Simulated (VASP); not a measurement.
Hf3Si2W: relaxation of cell and atoms with PBE

Hf3Si2W:

```
Hf Si W
1.0
     3.82886    0.00000    0.00000
     0.00000    3.82886    0.00000
     0.00000    0.00000    7.38365
Hf Si W
3 2 1
Direct
  0.50000 0.50000 0.00000
  0.00000 0.50000 0.36277
  0.50000 0.00000 0.63723
  0.00000 0.50000 0.73722
  0.50000 0.00000 0.26278
  0.00000 0.00000 0.00000
```

The cell was generated, and may not be a known phase.

```yaml
Program: VASP 6.6.1
Task: relaxation of cell and atoms
Functional: PBE
Potentials_or_basis: VASP PAW PBE potentials, release 64 (Hf_pv, Si, W_sv)
Cutoff: 600 eV
k_mesh: 10 × 10 × 6
Occupations: gaussian, width 0.1 eV
Spin: no spin polarisation
Dipole_correction: no
Further_INCAR_settings: ALGO = Fast; EDIFF = 1e-07; IBRION = 2; EDIFFG = -0.01; NSW = 100; ISIF = 3
```

```json
{
 "Relaxed volume": "18.01 Å³/atom",
 "Relaxed cell": "a = 3.829 Å, b = 3.829 Å, c = 7.369 Å, α = 90.00°, β = 90.00°, γ = 90.00°",
 "Space group after relaxing (to 0.1 Å)": "P-4m2 (No. 115)",
 "Energy gained by relaxing": "0.2 meV/atom",
 "Ionic steps": "6",
 "Pressure after relaxing": "0.0 GPa",
 "Largest force after relaxing": "0.006 eV/Å",
 "Band gap on the k mesh": "zero (bands 26 and 27 overlap by 1.27 eV)"
}
```

Forces on the atoms (eV/Å):
```
Hf   0.000  0.000  0.000
Hf   0.000  0.000 -0.006
Hf   0.000  0.000  0.006
Si   0.000  0.000 -0.002
Si   0.000  0.000  0.002
W    0.000  0.000  0.000
```

Step by step:
```tsv
step	energy change (eV)	largest force (eV/Å)	pressure (GPa)	volume (Å³)
1	0.0000	0.0831	-0.23	108.25
2	-0.0007	0.0365	0.35	107.84
3	-0.0009	0.0520	0.16	107.97
4	-0.0010	0.0170	-0.13	108.14
5	-0.0010	0.0184	-0.05	108.10
6	-0.0011	0.0058	0.00	108.05
```

Final structure:
```
Hf Si W
1.0
     3.82926    0.00000    0.00000
     0.00000    3.82926    0.00000
     0.00000    0.00000    7.36900
Hf Si W
3 2 1
Direct
  0.50000 0.50000 0.00000
  0.00000 0.50000 0.36304
  0.50000 0.00000 0.63696
  0.00000 0.50000 0.73634
  0.50000 0.00000 0.26366
  0.00000 0.00000 0.00000
```

Levels at points of the mesh, in eV from the Fermi level:
| k point | band 24 | band 25 | band 26 | band 27 | band 28 | band 29 |
| --- | --- | --- | --- | --- | --- | --- |
| (0.00, 0.00, 0.00) | -0.07 | -0.07 | 0.18 | 0.95 | 0.95 | 1.39 |
| (0.50, 0.00, 0.00) | -0.89 | -0.54 | -0.20 | 0.24 | 0.97 | 1.00 |
| (0.50, 0.50, 0.00) | -0.96 | -0.79 | -0.63 | -0.63 | 1.12 | 2.77 |
| (0.00, 0.00, 0.50) | -0.87 | -0.56 | -0.56 | 1.09 | 1.09 | 1.25 |
| (0.50, 0.00, 0.50) | -0.50 | -0.13 | 0.02 | 0.48 | 0.65 | 0.99 |
| (0.50, 0.50, 0.50) | -1.64 | -1.56 | -0.92 | -0.84 | 1.17 | 2.78 |

Wall time 19 min on 1 thread of AMD EPYC 7R13 Processor (Zen 3), with other jobs on the host, peak memory 0.46 GiB.

Caveat: spin-orbit coupling is left out, which moves the levels of the heavy elements.
